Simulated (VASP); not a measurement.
The system is P.

```
CELL_PARAMETERS angstrom
1.65680 -5.23900 0.00000
1.65680 5.23900 0.00000
0.00000 0.00000 4.37630
ATOMIC_POSITIONS crystal
P 0.39832 0.60168 0.58056
P 0.60168 0.39832 0.41944
P 0.89832 0.10168 0.91944
P 0.10168 0.89832 0.08056
```

- Program: VASP 6.6.1
- Task: relaxation of cell and atoms
- Functional: PBE
- Potentials or basis: VASP PAW PBE potentials, release 64 (P)
- Cutoff: 600 eV
- k mesh: 6 × 6 × 4
- Occupations: gaussian, width 0.05 eV
- Spin: no spin polarisation

At the start: pressure 2.0 GPa; volume 18.99 Å³/atom.

**Question.** Where does the relaxation end?

**Answer.** Over 13 steps the energy falls by 8.9 meV/atom and the volume is 21.06 Å³/atom (+10.9 %); space group Cmce (No. 64, to 0.05 Å).

The path:
| step | energy change (eV) | largest force (eV/Å) | pressure (GPa) | volume (Å³) |
| --- | --- | --- | --- | --- |
| 1 | 0.0000 | 0.0666 | 1.95 | 75.97 |
| 2 | -0.0075 | 0.2465 | -0.85 | 78.55 |
| 3 | -0.0105 | 0.1402 | 0.09 | 77.63 |
| 4 | -0.0141 | 0.1163 | 0.08 | 78.05 |
| 5 | -0.0201 | 0.1316 | 0.12 | 79.24 |
| 6 | -0.0154 | 0.3516 | 0.27 | 81.65 |
| 7 | -0.0210 | 0.1829 | 0.18 | 79.93 |
| 8 | -0.0229 | 0.1577 | 0.13 | 80.20 |
| 9 | -0.0274 | 0.0850 | 0.03 | 81.00 |
| 10 | -0.0320 | 0.0564 | -0.10 | 82.62 |
| 11 | -0.0323 | 0.1083 | -0.15 | 83.16 |
| 12 | -0.0349 | 0.0612 | -0.03 | 83.77 |
| 13 | -0.0356 | 0.0299 | 0.06 | 84.23 |

Final structure:
```
CELL_PARAMETERS angstrom
1.65670 -5.59883 0.00000
1.65670 5.59883 0.00000
0.00000 0.00000 4.54017
ATOMIC_POSITIONS crystal
P 0.40548 0.59452 0.58573
P 0.59452 0.40548 0.41427
P 0.90548 0.09452 0.91427
P 0.09452 0.90548 0.08573
```
